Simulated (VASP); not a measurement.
Set up this calculation in VASP 6.6.1, as the native input.

```yaml
Task: single point
Functional: PBE
Dispersion: D3(BJ)
Potentials_or_basis: VASP PAW PBE potentials, release 64 (Sn_d, Se)
Cutoff: 520 eV
k_mesh: 10 × 10 × 10
Occupations: gaussian, width 0.05 eV
Spin: no spin polarisation
Dipole_correction: no
Further_INCAR_settings: ALGO = Normal; EDIFF = 1e-07; NBANDS = 17
```

The structure of SnSe lies in POSCAR:

```
SnSe
1.0
    0.0000000000      2.8991057745      2.9887688397
    2.8991057745      0.0000000000      2.9887688397
    2.8991057745      2.8991057745      0.0000000000
Sn Se
1 1
Direct
    0.0000000000      0.0000000000      0.0000000000
    0.5000000000      0.5000000000      0.5000000000
```

This cell differs from its parent crystal: strain -0.030 along x and y, +0.000 along z.

One way to write it, as run:

INCAR

```
  ALGO = Normal
  EDIFF = 1E-7
  ENCUT = 520
  GGA = PE
  ISIF = 2
  ISMEAR = 0
  IVDW = 12
  LASPH = True
  LCHARG = False
  LREAL = False
  LWAVE = False
  NBANDS = 17
  NELM = 60
  PREC = Accurate
  SIGMA = 0.05
```

KPOINTS

```
k-points
0
Gamma
  10 10 10
```

Potentials or basis: VASP PAW PBE potentials, release 64 (Sn_d, Se).

Run with:

```console
$ cat potpaw_PBE.64/Sn_d/POTCAR potpaw_PBE.64/Se/POTCAR > POTCAR
$ mpirun -np 1 vasp_std > vasp.out
```

It gave:

```json
{
  "Pressure": "3.9 GPa",
  "Band gap on the k mesh": "0.28 eV, indirect (least direct gap 0.45 eV)",
  "Dispersion energy per atom": "-0.384 eV"
}
```

Caveat: the cell differs from its parent crystal (strain -0.030 along x and y, +0.000 along z); spin-orbit coupling is left out, which moves the levels of the heavy elements.

It took 35 s on 1 thread of Intel(R) Xeon(R) 6975P-C (Granite Rapids), on a shared host, peak memory 0.25 GiB.
